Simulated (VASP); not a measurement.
# Na16Cu (a cell with a defect) in VASP: single point with PBE

Aim: the single point of Na16Cu (a cell with a defect) with PBE.

Program: VASP 6.6.1. These are calculated values, not measurements. Logs are shortened: lines on timing, memory, paths and dates and some standing lists are left out, and cuts for length are marked.

## Step 1: The cell of the first run

The cell holds a defect, 17 atoms: a = 8.460 Å, b = 8.460 Å, c = 8.460 Å, α = 90.00°, β = 90.00°, γ = 90.00°.

## Step 2: Single point, PBE

Contents of INCAR:

```
SYSTEM = Na16Cu
  PREC = Accurate
  ENCUT = 520
  EDIFF = 1E-6
  ISMEAR = 0
  SIGMA = 0.15
  LREAL = Auto
  LASPH = .TRUE.
  NELM = 60
  ALGO = Normal
  ISIF = 2
  LWAVE = .FALSE.
  LCHARG = .TRUE.
  GGA = PE
  LELF = .TRUE.
  LVHAR = .TRUE.
  NBANDS = 76
```

Contents of KPOINTS:

```
regular mesh
0
G
  2 2 2
  0 0 0
```

Contents of POSCAR:

```
Na16Cu
1.0
    8.4600000000      0.0000000000      0.0000000000
    0.0000000000      8.4600000000      0.0000000000
    0.0000000000      0.0000000000      8.4600000000
Na Cu
16 1
Direct
    0.0087211584      0.0000708038      0.0519904255
    0.4475676123      0.0003254137     -0.0401542553
   -0.0188380615      0.5001791962      0.0227076832
    0.0081172577      0.0000443262      0.4468776596
    0.2695778960      0.2727687943      0.2498994090
    0.5374609929      0.5004320331     -0.0242911348
    0.4475158392      0.0003178487      0.5395445626
    0.7137885343      0.2259491726      0.2494768322
   -0.0186678487      0.5001765957      0.4770192671
    0.2697900709      0.7274387707      0.2498737589
    0.2428758865      0.3031459811      0.7498565012
    0.5373021277      0.5004268322      0.5239628842
    0.7136679669      0.7744424350      0.2494481087
    0.8036778960      0.2103813239      0.7496711584
    0.2424352246      0.6978351064      0.7498561466
    0.8035778960      0.7901581560      0.7496852246
    0.1257721040      0.0006237589      0.7492823877
```

Potentials or basis: VASP PAW PBE potentials, release 64 (Na_pv, Cu).

On the command line:

```sh
> cat potpaw_PBE.64/Na_pv/POTCAR potpaw_PBE.64/Cu/POTCAR > POTCAR
> mpirun -np 1 vasp_std > vasp.out
```

OUTCAR:

```text
SYSTEM = Na16Cu
   PREC = Accurate
   ENCUT = 520
   EDIFF = 1E-6
   ISMEAR = 0
   LREAL = Auto
   LASPH = .TRUE.
   NELM = 60
   ISIF = 2
   GGA = PE

 ion  position               nearest neighbor table
   1  0.009  0.000  0.052-  17 2.75
   2  0.448  0.000  0.960-
   3  0.981  0.500  0.023-
   4  0.008  0.000  0.447-  17 2.75
   5  0.270  0.273  0.250-
   6  0.537  0.500  0.976-
   7  0.448  0.000  0.540-
   8  0.714  0.226  0.249-
   9  0.981  0.500  0.477-
  10  0.270  0.727  0.250-
  11  0.243  0.303  0.750-  17 2.74
  12  0.537  0.500  0.524-
  13  0.714  0.774  0.249-
  14  0.804  0.210  0.750-
  15  0.242  0.698  0.750-  17 2.75
  16  0.804  0.790  0.750-
  17  0.126  0.001  0.749-  11 2.74  15 2.75   4 2.75   1 2.75

  LATTYP: Found a simple cubic cell.
 ALAT       =     8.4600000000

  Lattice vectors:

 A1 = (   8.4600000000,   0.0000000000,   0.0000000000)
 A2 = (   0.0000000000,   8.4600000000,   0.0000000000)
 A3 = (   0.0000000000,   0.0000000000,   8.4600000000)

Analysis of symmetry for initial positions (statically):
=====================================================================
 Subroutine PRICEL returns:
 Original cell was already a primitive cell.

 Routine SETGRP: Setting up the symmetry group for a
 simple cubic supercell.

 Subroutine GETGRP returns: Found  1 space group operations
 (whereof  1 operations were pure point group operations)
 out of a pool of 48 trial point group operations.

The static configuration has the point symmetry C_1 .

Analysis of symmetry for dynamics (positions and initial velocities):
=====================================================================
 Subroutine PRICEL returns:
 Original cell was already a primitive cell.

 Routine SETGRP: Setting up the symmetry group for a
 simple cubic supercell.

 Subroutine GETGRP returns: Found  1 space group operations
 (whereof  1 operations were pure point group operations)
 out of a pool of 48 trial point group operations.

The dynamic configuration has the point symmetry C_1 .

 Subroutine INISYM returns: Found  1 space group operations
 (whereof  1 operations are pure point group operations),
 and found     1 'primitive' translations

[... 106 lines left out ...]
   NELM   =     60;   NELMIN=  2; NELMDL= -5     # of ELM steps
   EDIFF  = 0.1E-05   stopping-criterion for ELM
   LREAL  =      T    real-space projection
   EDIFFG = 0.1E-04   stopping-criterion for IOM
   NSW    =      0    number of steps for IOM
   IBRION =     -1    ionic relax: 0-MD 1-quasi-New 2-CG
   NFREE  =      0    steps in history (QN), initial steepest desc. (CG)
   ISIF   =      2    stress and relaxation
   ISYM   =      2    0-nonsym 1-usesym 2-fastsym
   POTIM  = 0.5000    time-step for ionic-motion
   TEBEG  =    0.0;   TEEND  =   0.0 temperature during run
   PSTRESS=    0.0 pullay stress
   NELECT =     123.0000    total number of electrons
   NUPDOWN=      -1.0000    fix difference up-down
   EMIN   =  10.00;   EMAX   =-10.00  energy-range for DOS
   EFERMI =   0.00;   METHOD = LEGACY
   ISMEAR =     0;   SIGMA  =   0.15  broadening in eV -4-tet -1-fermi 0-gaus
   EFERMI_NEDOS =   21; number of points for ismear=-14 and -15
   IALGO  =     38    algorithm
   IMIX   =      4    mixing-type and parameters
     AMIX     =   0.40;   BMIX     =  1.00
     AMIX_MAG =   1.60;   BMIX_MAG =  1.00
  volume/ion in A,a.u.               =      35.62       240.36
  Fermi-wavevector in a.u.,A,eV,Ry     =   0.962364  1.818605 12.600968  0.926145
  Thomas-Fermi vector in A             =   2.091817
   LORBIT       =      0    0 simple, 1 ext, 2 COOP (PROOUT), +10 PAW based schemes
   GGA     = PE    functional components
   LHFCALC =     F    Hartree Fock is set to
   AEXX    =    0.0000 exact exchange contribution
   IVDW    =     0    specifies the selected vdW correction
   LEPSILON=     F    determine dielectric tensor
   LRPA    =     F    only Hartree local field effects (RPA)
 non-spin polarized calculation
 Gauss-broadening in eV      SIGMA  =   0.15
  energy-cutoff  :      520.00
  volume of cell :      605.50
 maximum number of plane-waves:     16384
 NGX is ok and might be reduce to    64
   NGX = 31   NGY = 31   NGZ = 31

 number of electron     123.0000014 magnetization

 Free energy of the ion-electron system (eV)
  ---------------------------------------------------
  ext. energy  EPLUGINS =         0.00000000
  ---------------------------------------------------
  free energy    TOTEN  =       -23.64521265 eV

  energy without entropy =      -23.49138620  energy(sigma->0) =      -23.56829942

 E-fermi :   0.2641     XC(G=0):  -6.6210

 val. band max:        0.2284878426   @ k =   0.5000   0.5000   0.0000
 cond. band min:       0.2742591179   @ k =   0.5000   0.5000   0.0000
 fundamental gap:      0.0457712753
 Fermi energy:         0.2641384082

 k-point     1 :       0.0000    0.0000    0.0000
  band No.  band energies     occupation
      1     -24.6244      2.00000
      2     -24.6164      2.00000
      3     -24.6162      2.00000
      4     -24.6140      2.00000
      5     -24.6096      2.00000
      6     -24.6075      2.00000
[... 597 lines left out ...]
     72       2.6858      0.00000
     73       2.7019      0.00000
 [bands above 73 left out]

------------------------ aborting loop because EDIFF is reached ----------------------------------------

  FORCE on cell =-STRESS in cart. coord.  units (eV):
  Direction    XX          YY          ZZ          XY          YZ          ZX
  --------------------------------------------------------------------------------------
  -------------------------------------------------------------------------------------
  Total       -0.3806682      0.9497593      0.9403477      0.0057897     -0.0000892      0.0061337
  in kB       -1.0072704      2.5131189      2.4882153      0.0153199     -0.0002360      0.0162301
  external PRESSURE =       1.3313546 kB  Pullay stress =       0.0000000 kB

 VOLUME and BASIS-vectors are now :
 -----------------------------------------------------------------------------
  energy-cutoff  :      520.00
  volume of cell :      605.50
      direct lattice vectors                 reciprocal lattice vectors
     8.460000000  0.000000000  0.000000000     0.118203310  0.000000000  0.000000000
     0.000000000  8.460000000  0.000000000     0.000000000  0.118203310  0.000000000
     0.000000000  0.000000000  8.460000000     0.000000000  0.000000000  0.118203310

 POSITION                                       TOTAL-FORCE (eV/Angst)
 -----------------------------------------------------------------------------------
      0.07378      0.00060      0.43984         0.001713     -0.000079     -0.000458
      3.78642      0.00275      8.12030         0.005859     -0.000145     -0.001502
      8.30063      4.23152      0.19211         0.005104      0.000069      0.001152
      0.06867      0.00037      3.78059         0.002299     -0.000103      0.001225
      2.28063      2.30762      2.11415        -0.003215      0.003074     -0.000319
      4.54692      4.23366      8.25450        -0.002001     -0.000582     -0.004255
[... 9 lines left out ...]
      6.79827      6.68474      6.34234        -0.005528      0.000857      0.000025
      1.06403      0.00528      6.33893        -0.002156     -0.001589      0.001382
 -----------------------------------------------------------------------------------
    total drift:                               -0.001458     -0.000427      0.000125

  FREE ENERGIE OF THE ION-ELECTRON SYSTEM (eV)
  ---------------------------------------------------
  free  energy   TOTEN  =       -23.6452126499 eV

  energy  without entropy=      -23.4913861966  energy(sigma->0) =      -23.56829942
```

OSZICAR:

```text
N       E                     dE             d eps       ncg     rms          rms(c)
DAV:   1     0.113069500365E+04    0.11307E+04   -0.62345E+04  1272   0.165E+03
DAV:   2     0.563295628005E+02   -0.10744E+04   -0.10587E+04  1216   0.459E+02
DAV:   3    -0.218556594750E+02   -0.78185E+02   -0.76444E+02  1364   0.161E+02
DAV:   4    -0.241986082514E+02   -0.23429E+01   -0.23253E+01  1340   0.286E+01
DAV:   5    -0.242855782092E+02   -0.86970E-01   -0.86949E-01  1784   0.613E+00    0.429E+00
DAV:   6    -0.238129691767E+02    0.47261E+00   -0.36739E+00  1456   0.110E+01    0.183E+00
DAV:   7    -0.236810022704E+02    0.13197E+00   -0.15031E+00  1360   0.490E+00    0.152E+00
DAV:   8    -0.236465718464E+02    0.34430E-01   -0.21794E-01  1584   0.211E+00    0.338E-01
DAV:   9    -0.236458496705E+02    0.72218E-03   -0.19175E-02  1468   0.594E-01    0.123E-01
DAV:  10    -0.236451997834E+02    0.64989E-03   -0.26471E-03  1468   0.294E-01    0.310E-02
DAV:  11    -0.236452140738E+02   -0.14290E-04   -0.25076E-04  1332   0.561E-02    0.967E-03
DAV:  12    -0.236452139782E+02    0.95577E-07   -0.28545E-05  1072   0.260E-02    0.792E-03
DAV:  13    -0.236452127977E+02    0.11805E-05   -0.12229E-05  1080   0.206E-02    0.184E-03
DAV:  14    -0.236452126499E+02    0.14785E-06   -0.12886E-06   840   0.906E-03
   1 F= -.23645213E+02 E0= -.23568299E+02  d E =-.153826E+00
```

It took 8.4 min on 1 thread of Intel Xeon Platinum 8488C (Sapphire Rapids), shared host; peak memory 0.65 GiB.

What came out:

* Free energy: -23.6452 eV
* Pressure: 0.1 GPa
* Largest force: 0.006 eV/Å
* Band gap on the k mesh: zero (an odd number of electrons rules out a gap without spin polarisation)

Forces in eV/Å, atoms in the order of the input:
```
Na   0.002  0.000  0.000
Na   0.006  0.000 -0.002
Na   0.005  0.000  0.001
Na   0.002  0.000  0.001
Na  -0.003  0.003  0.000
Na  -0.002 -0.001 -0.004
Na   0.006  0.000  0.001
Na   0.000 -0.003  0.000
Na   0.003  0.000 -0.002
Na  -0.004 -0.002  0.000
Na  -0.002 -0.001  0.000
Na   0.000  0.000  0.002
Na   0.001  0.004  0.001
Na  -0.006  0.000  0.000
Na  -0.001  0.001  0.000
Na  -0.006  0.001  0.000
Cu  -0.002 -0.002  0.001
```

Caveat: the k points lie up to 0.37 Å⁻¹ apart, too coarse for converged energies and pressures of a metal.

The gap in the log of VASP goes by the Fermi energy; the results here count the filled bands.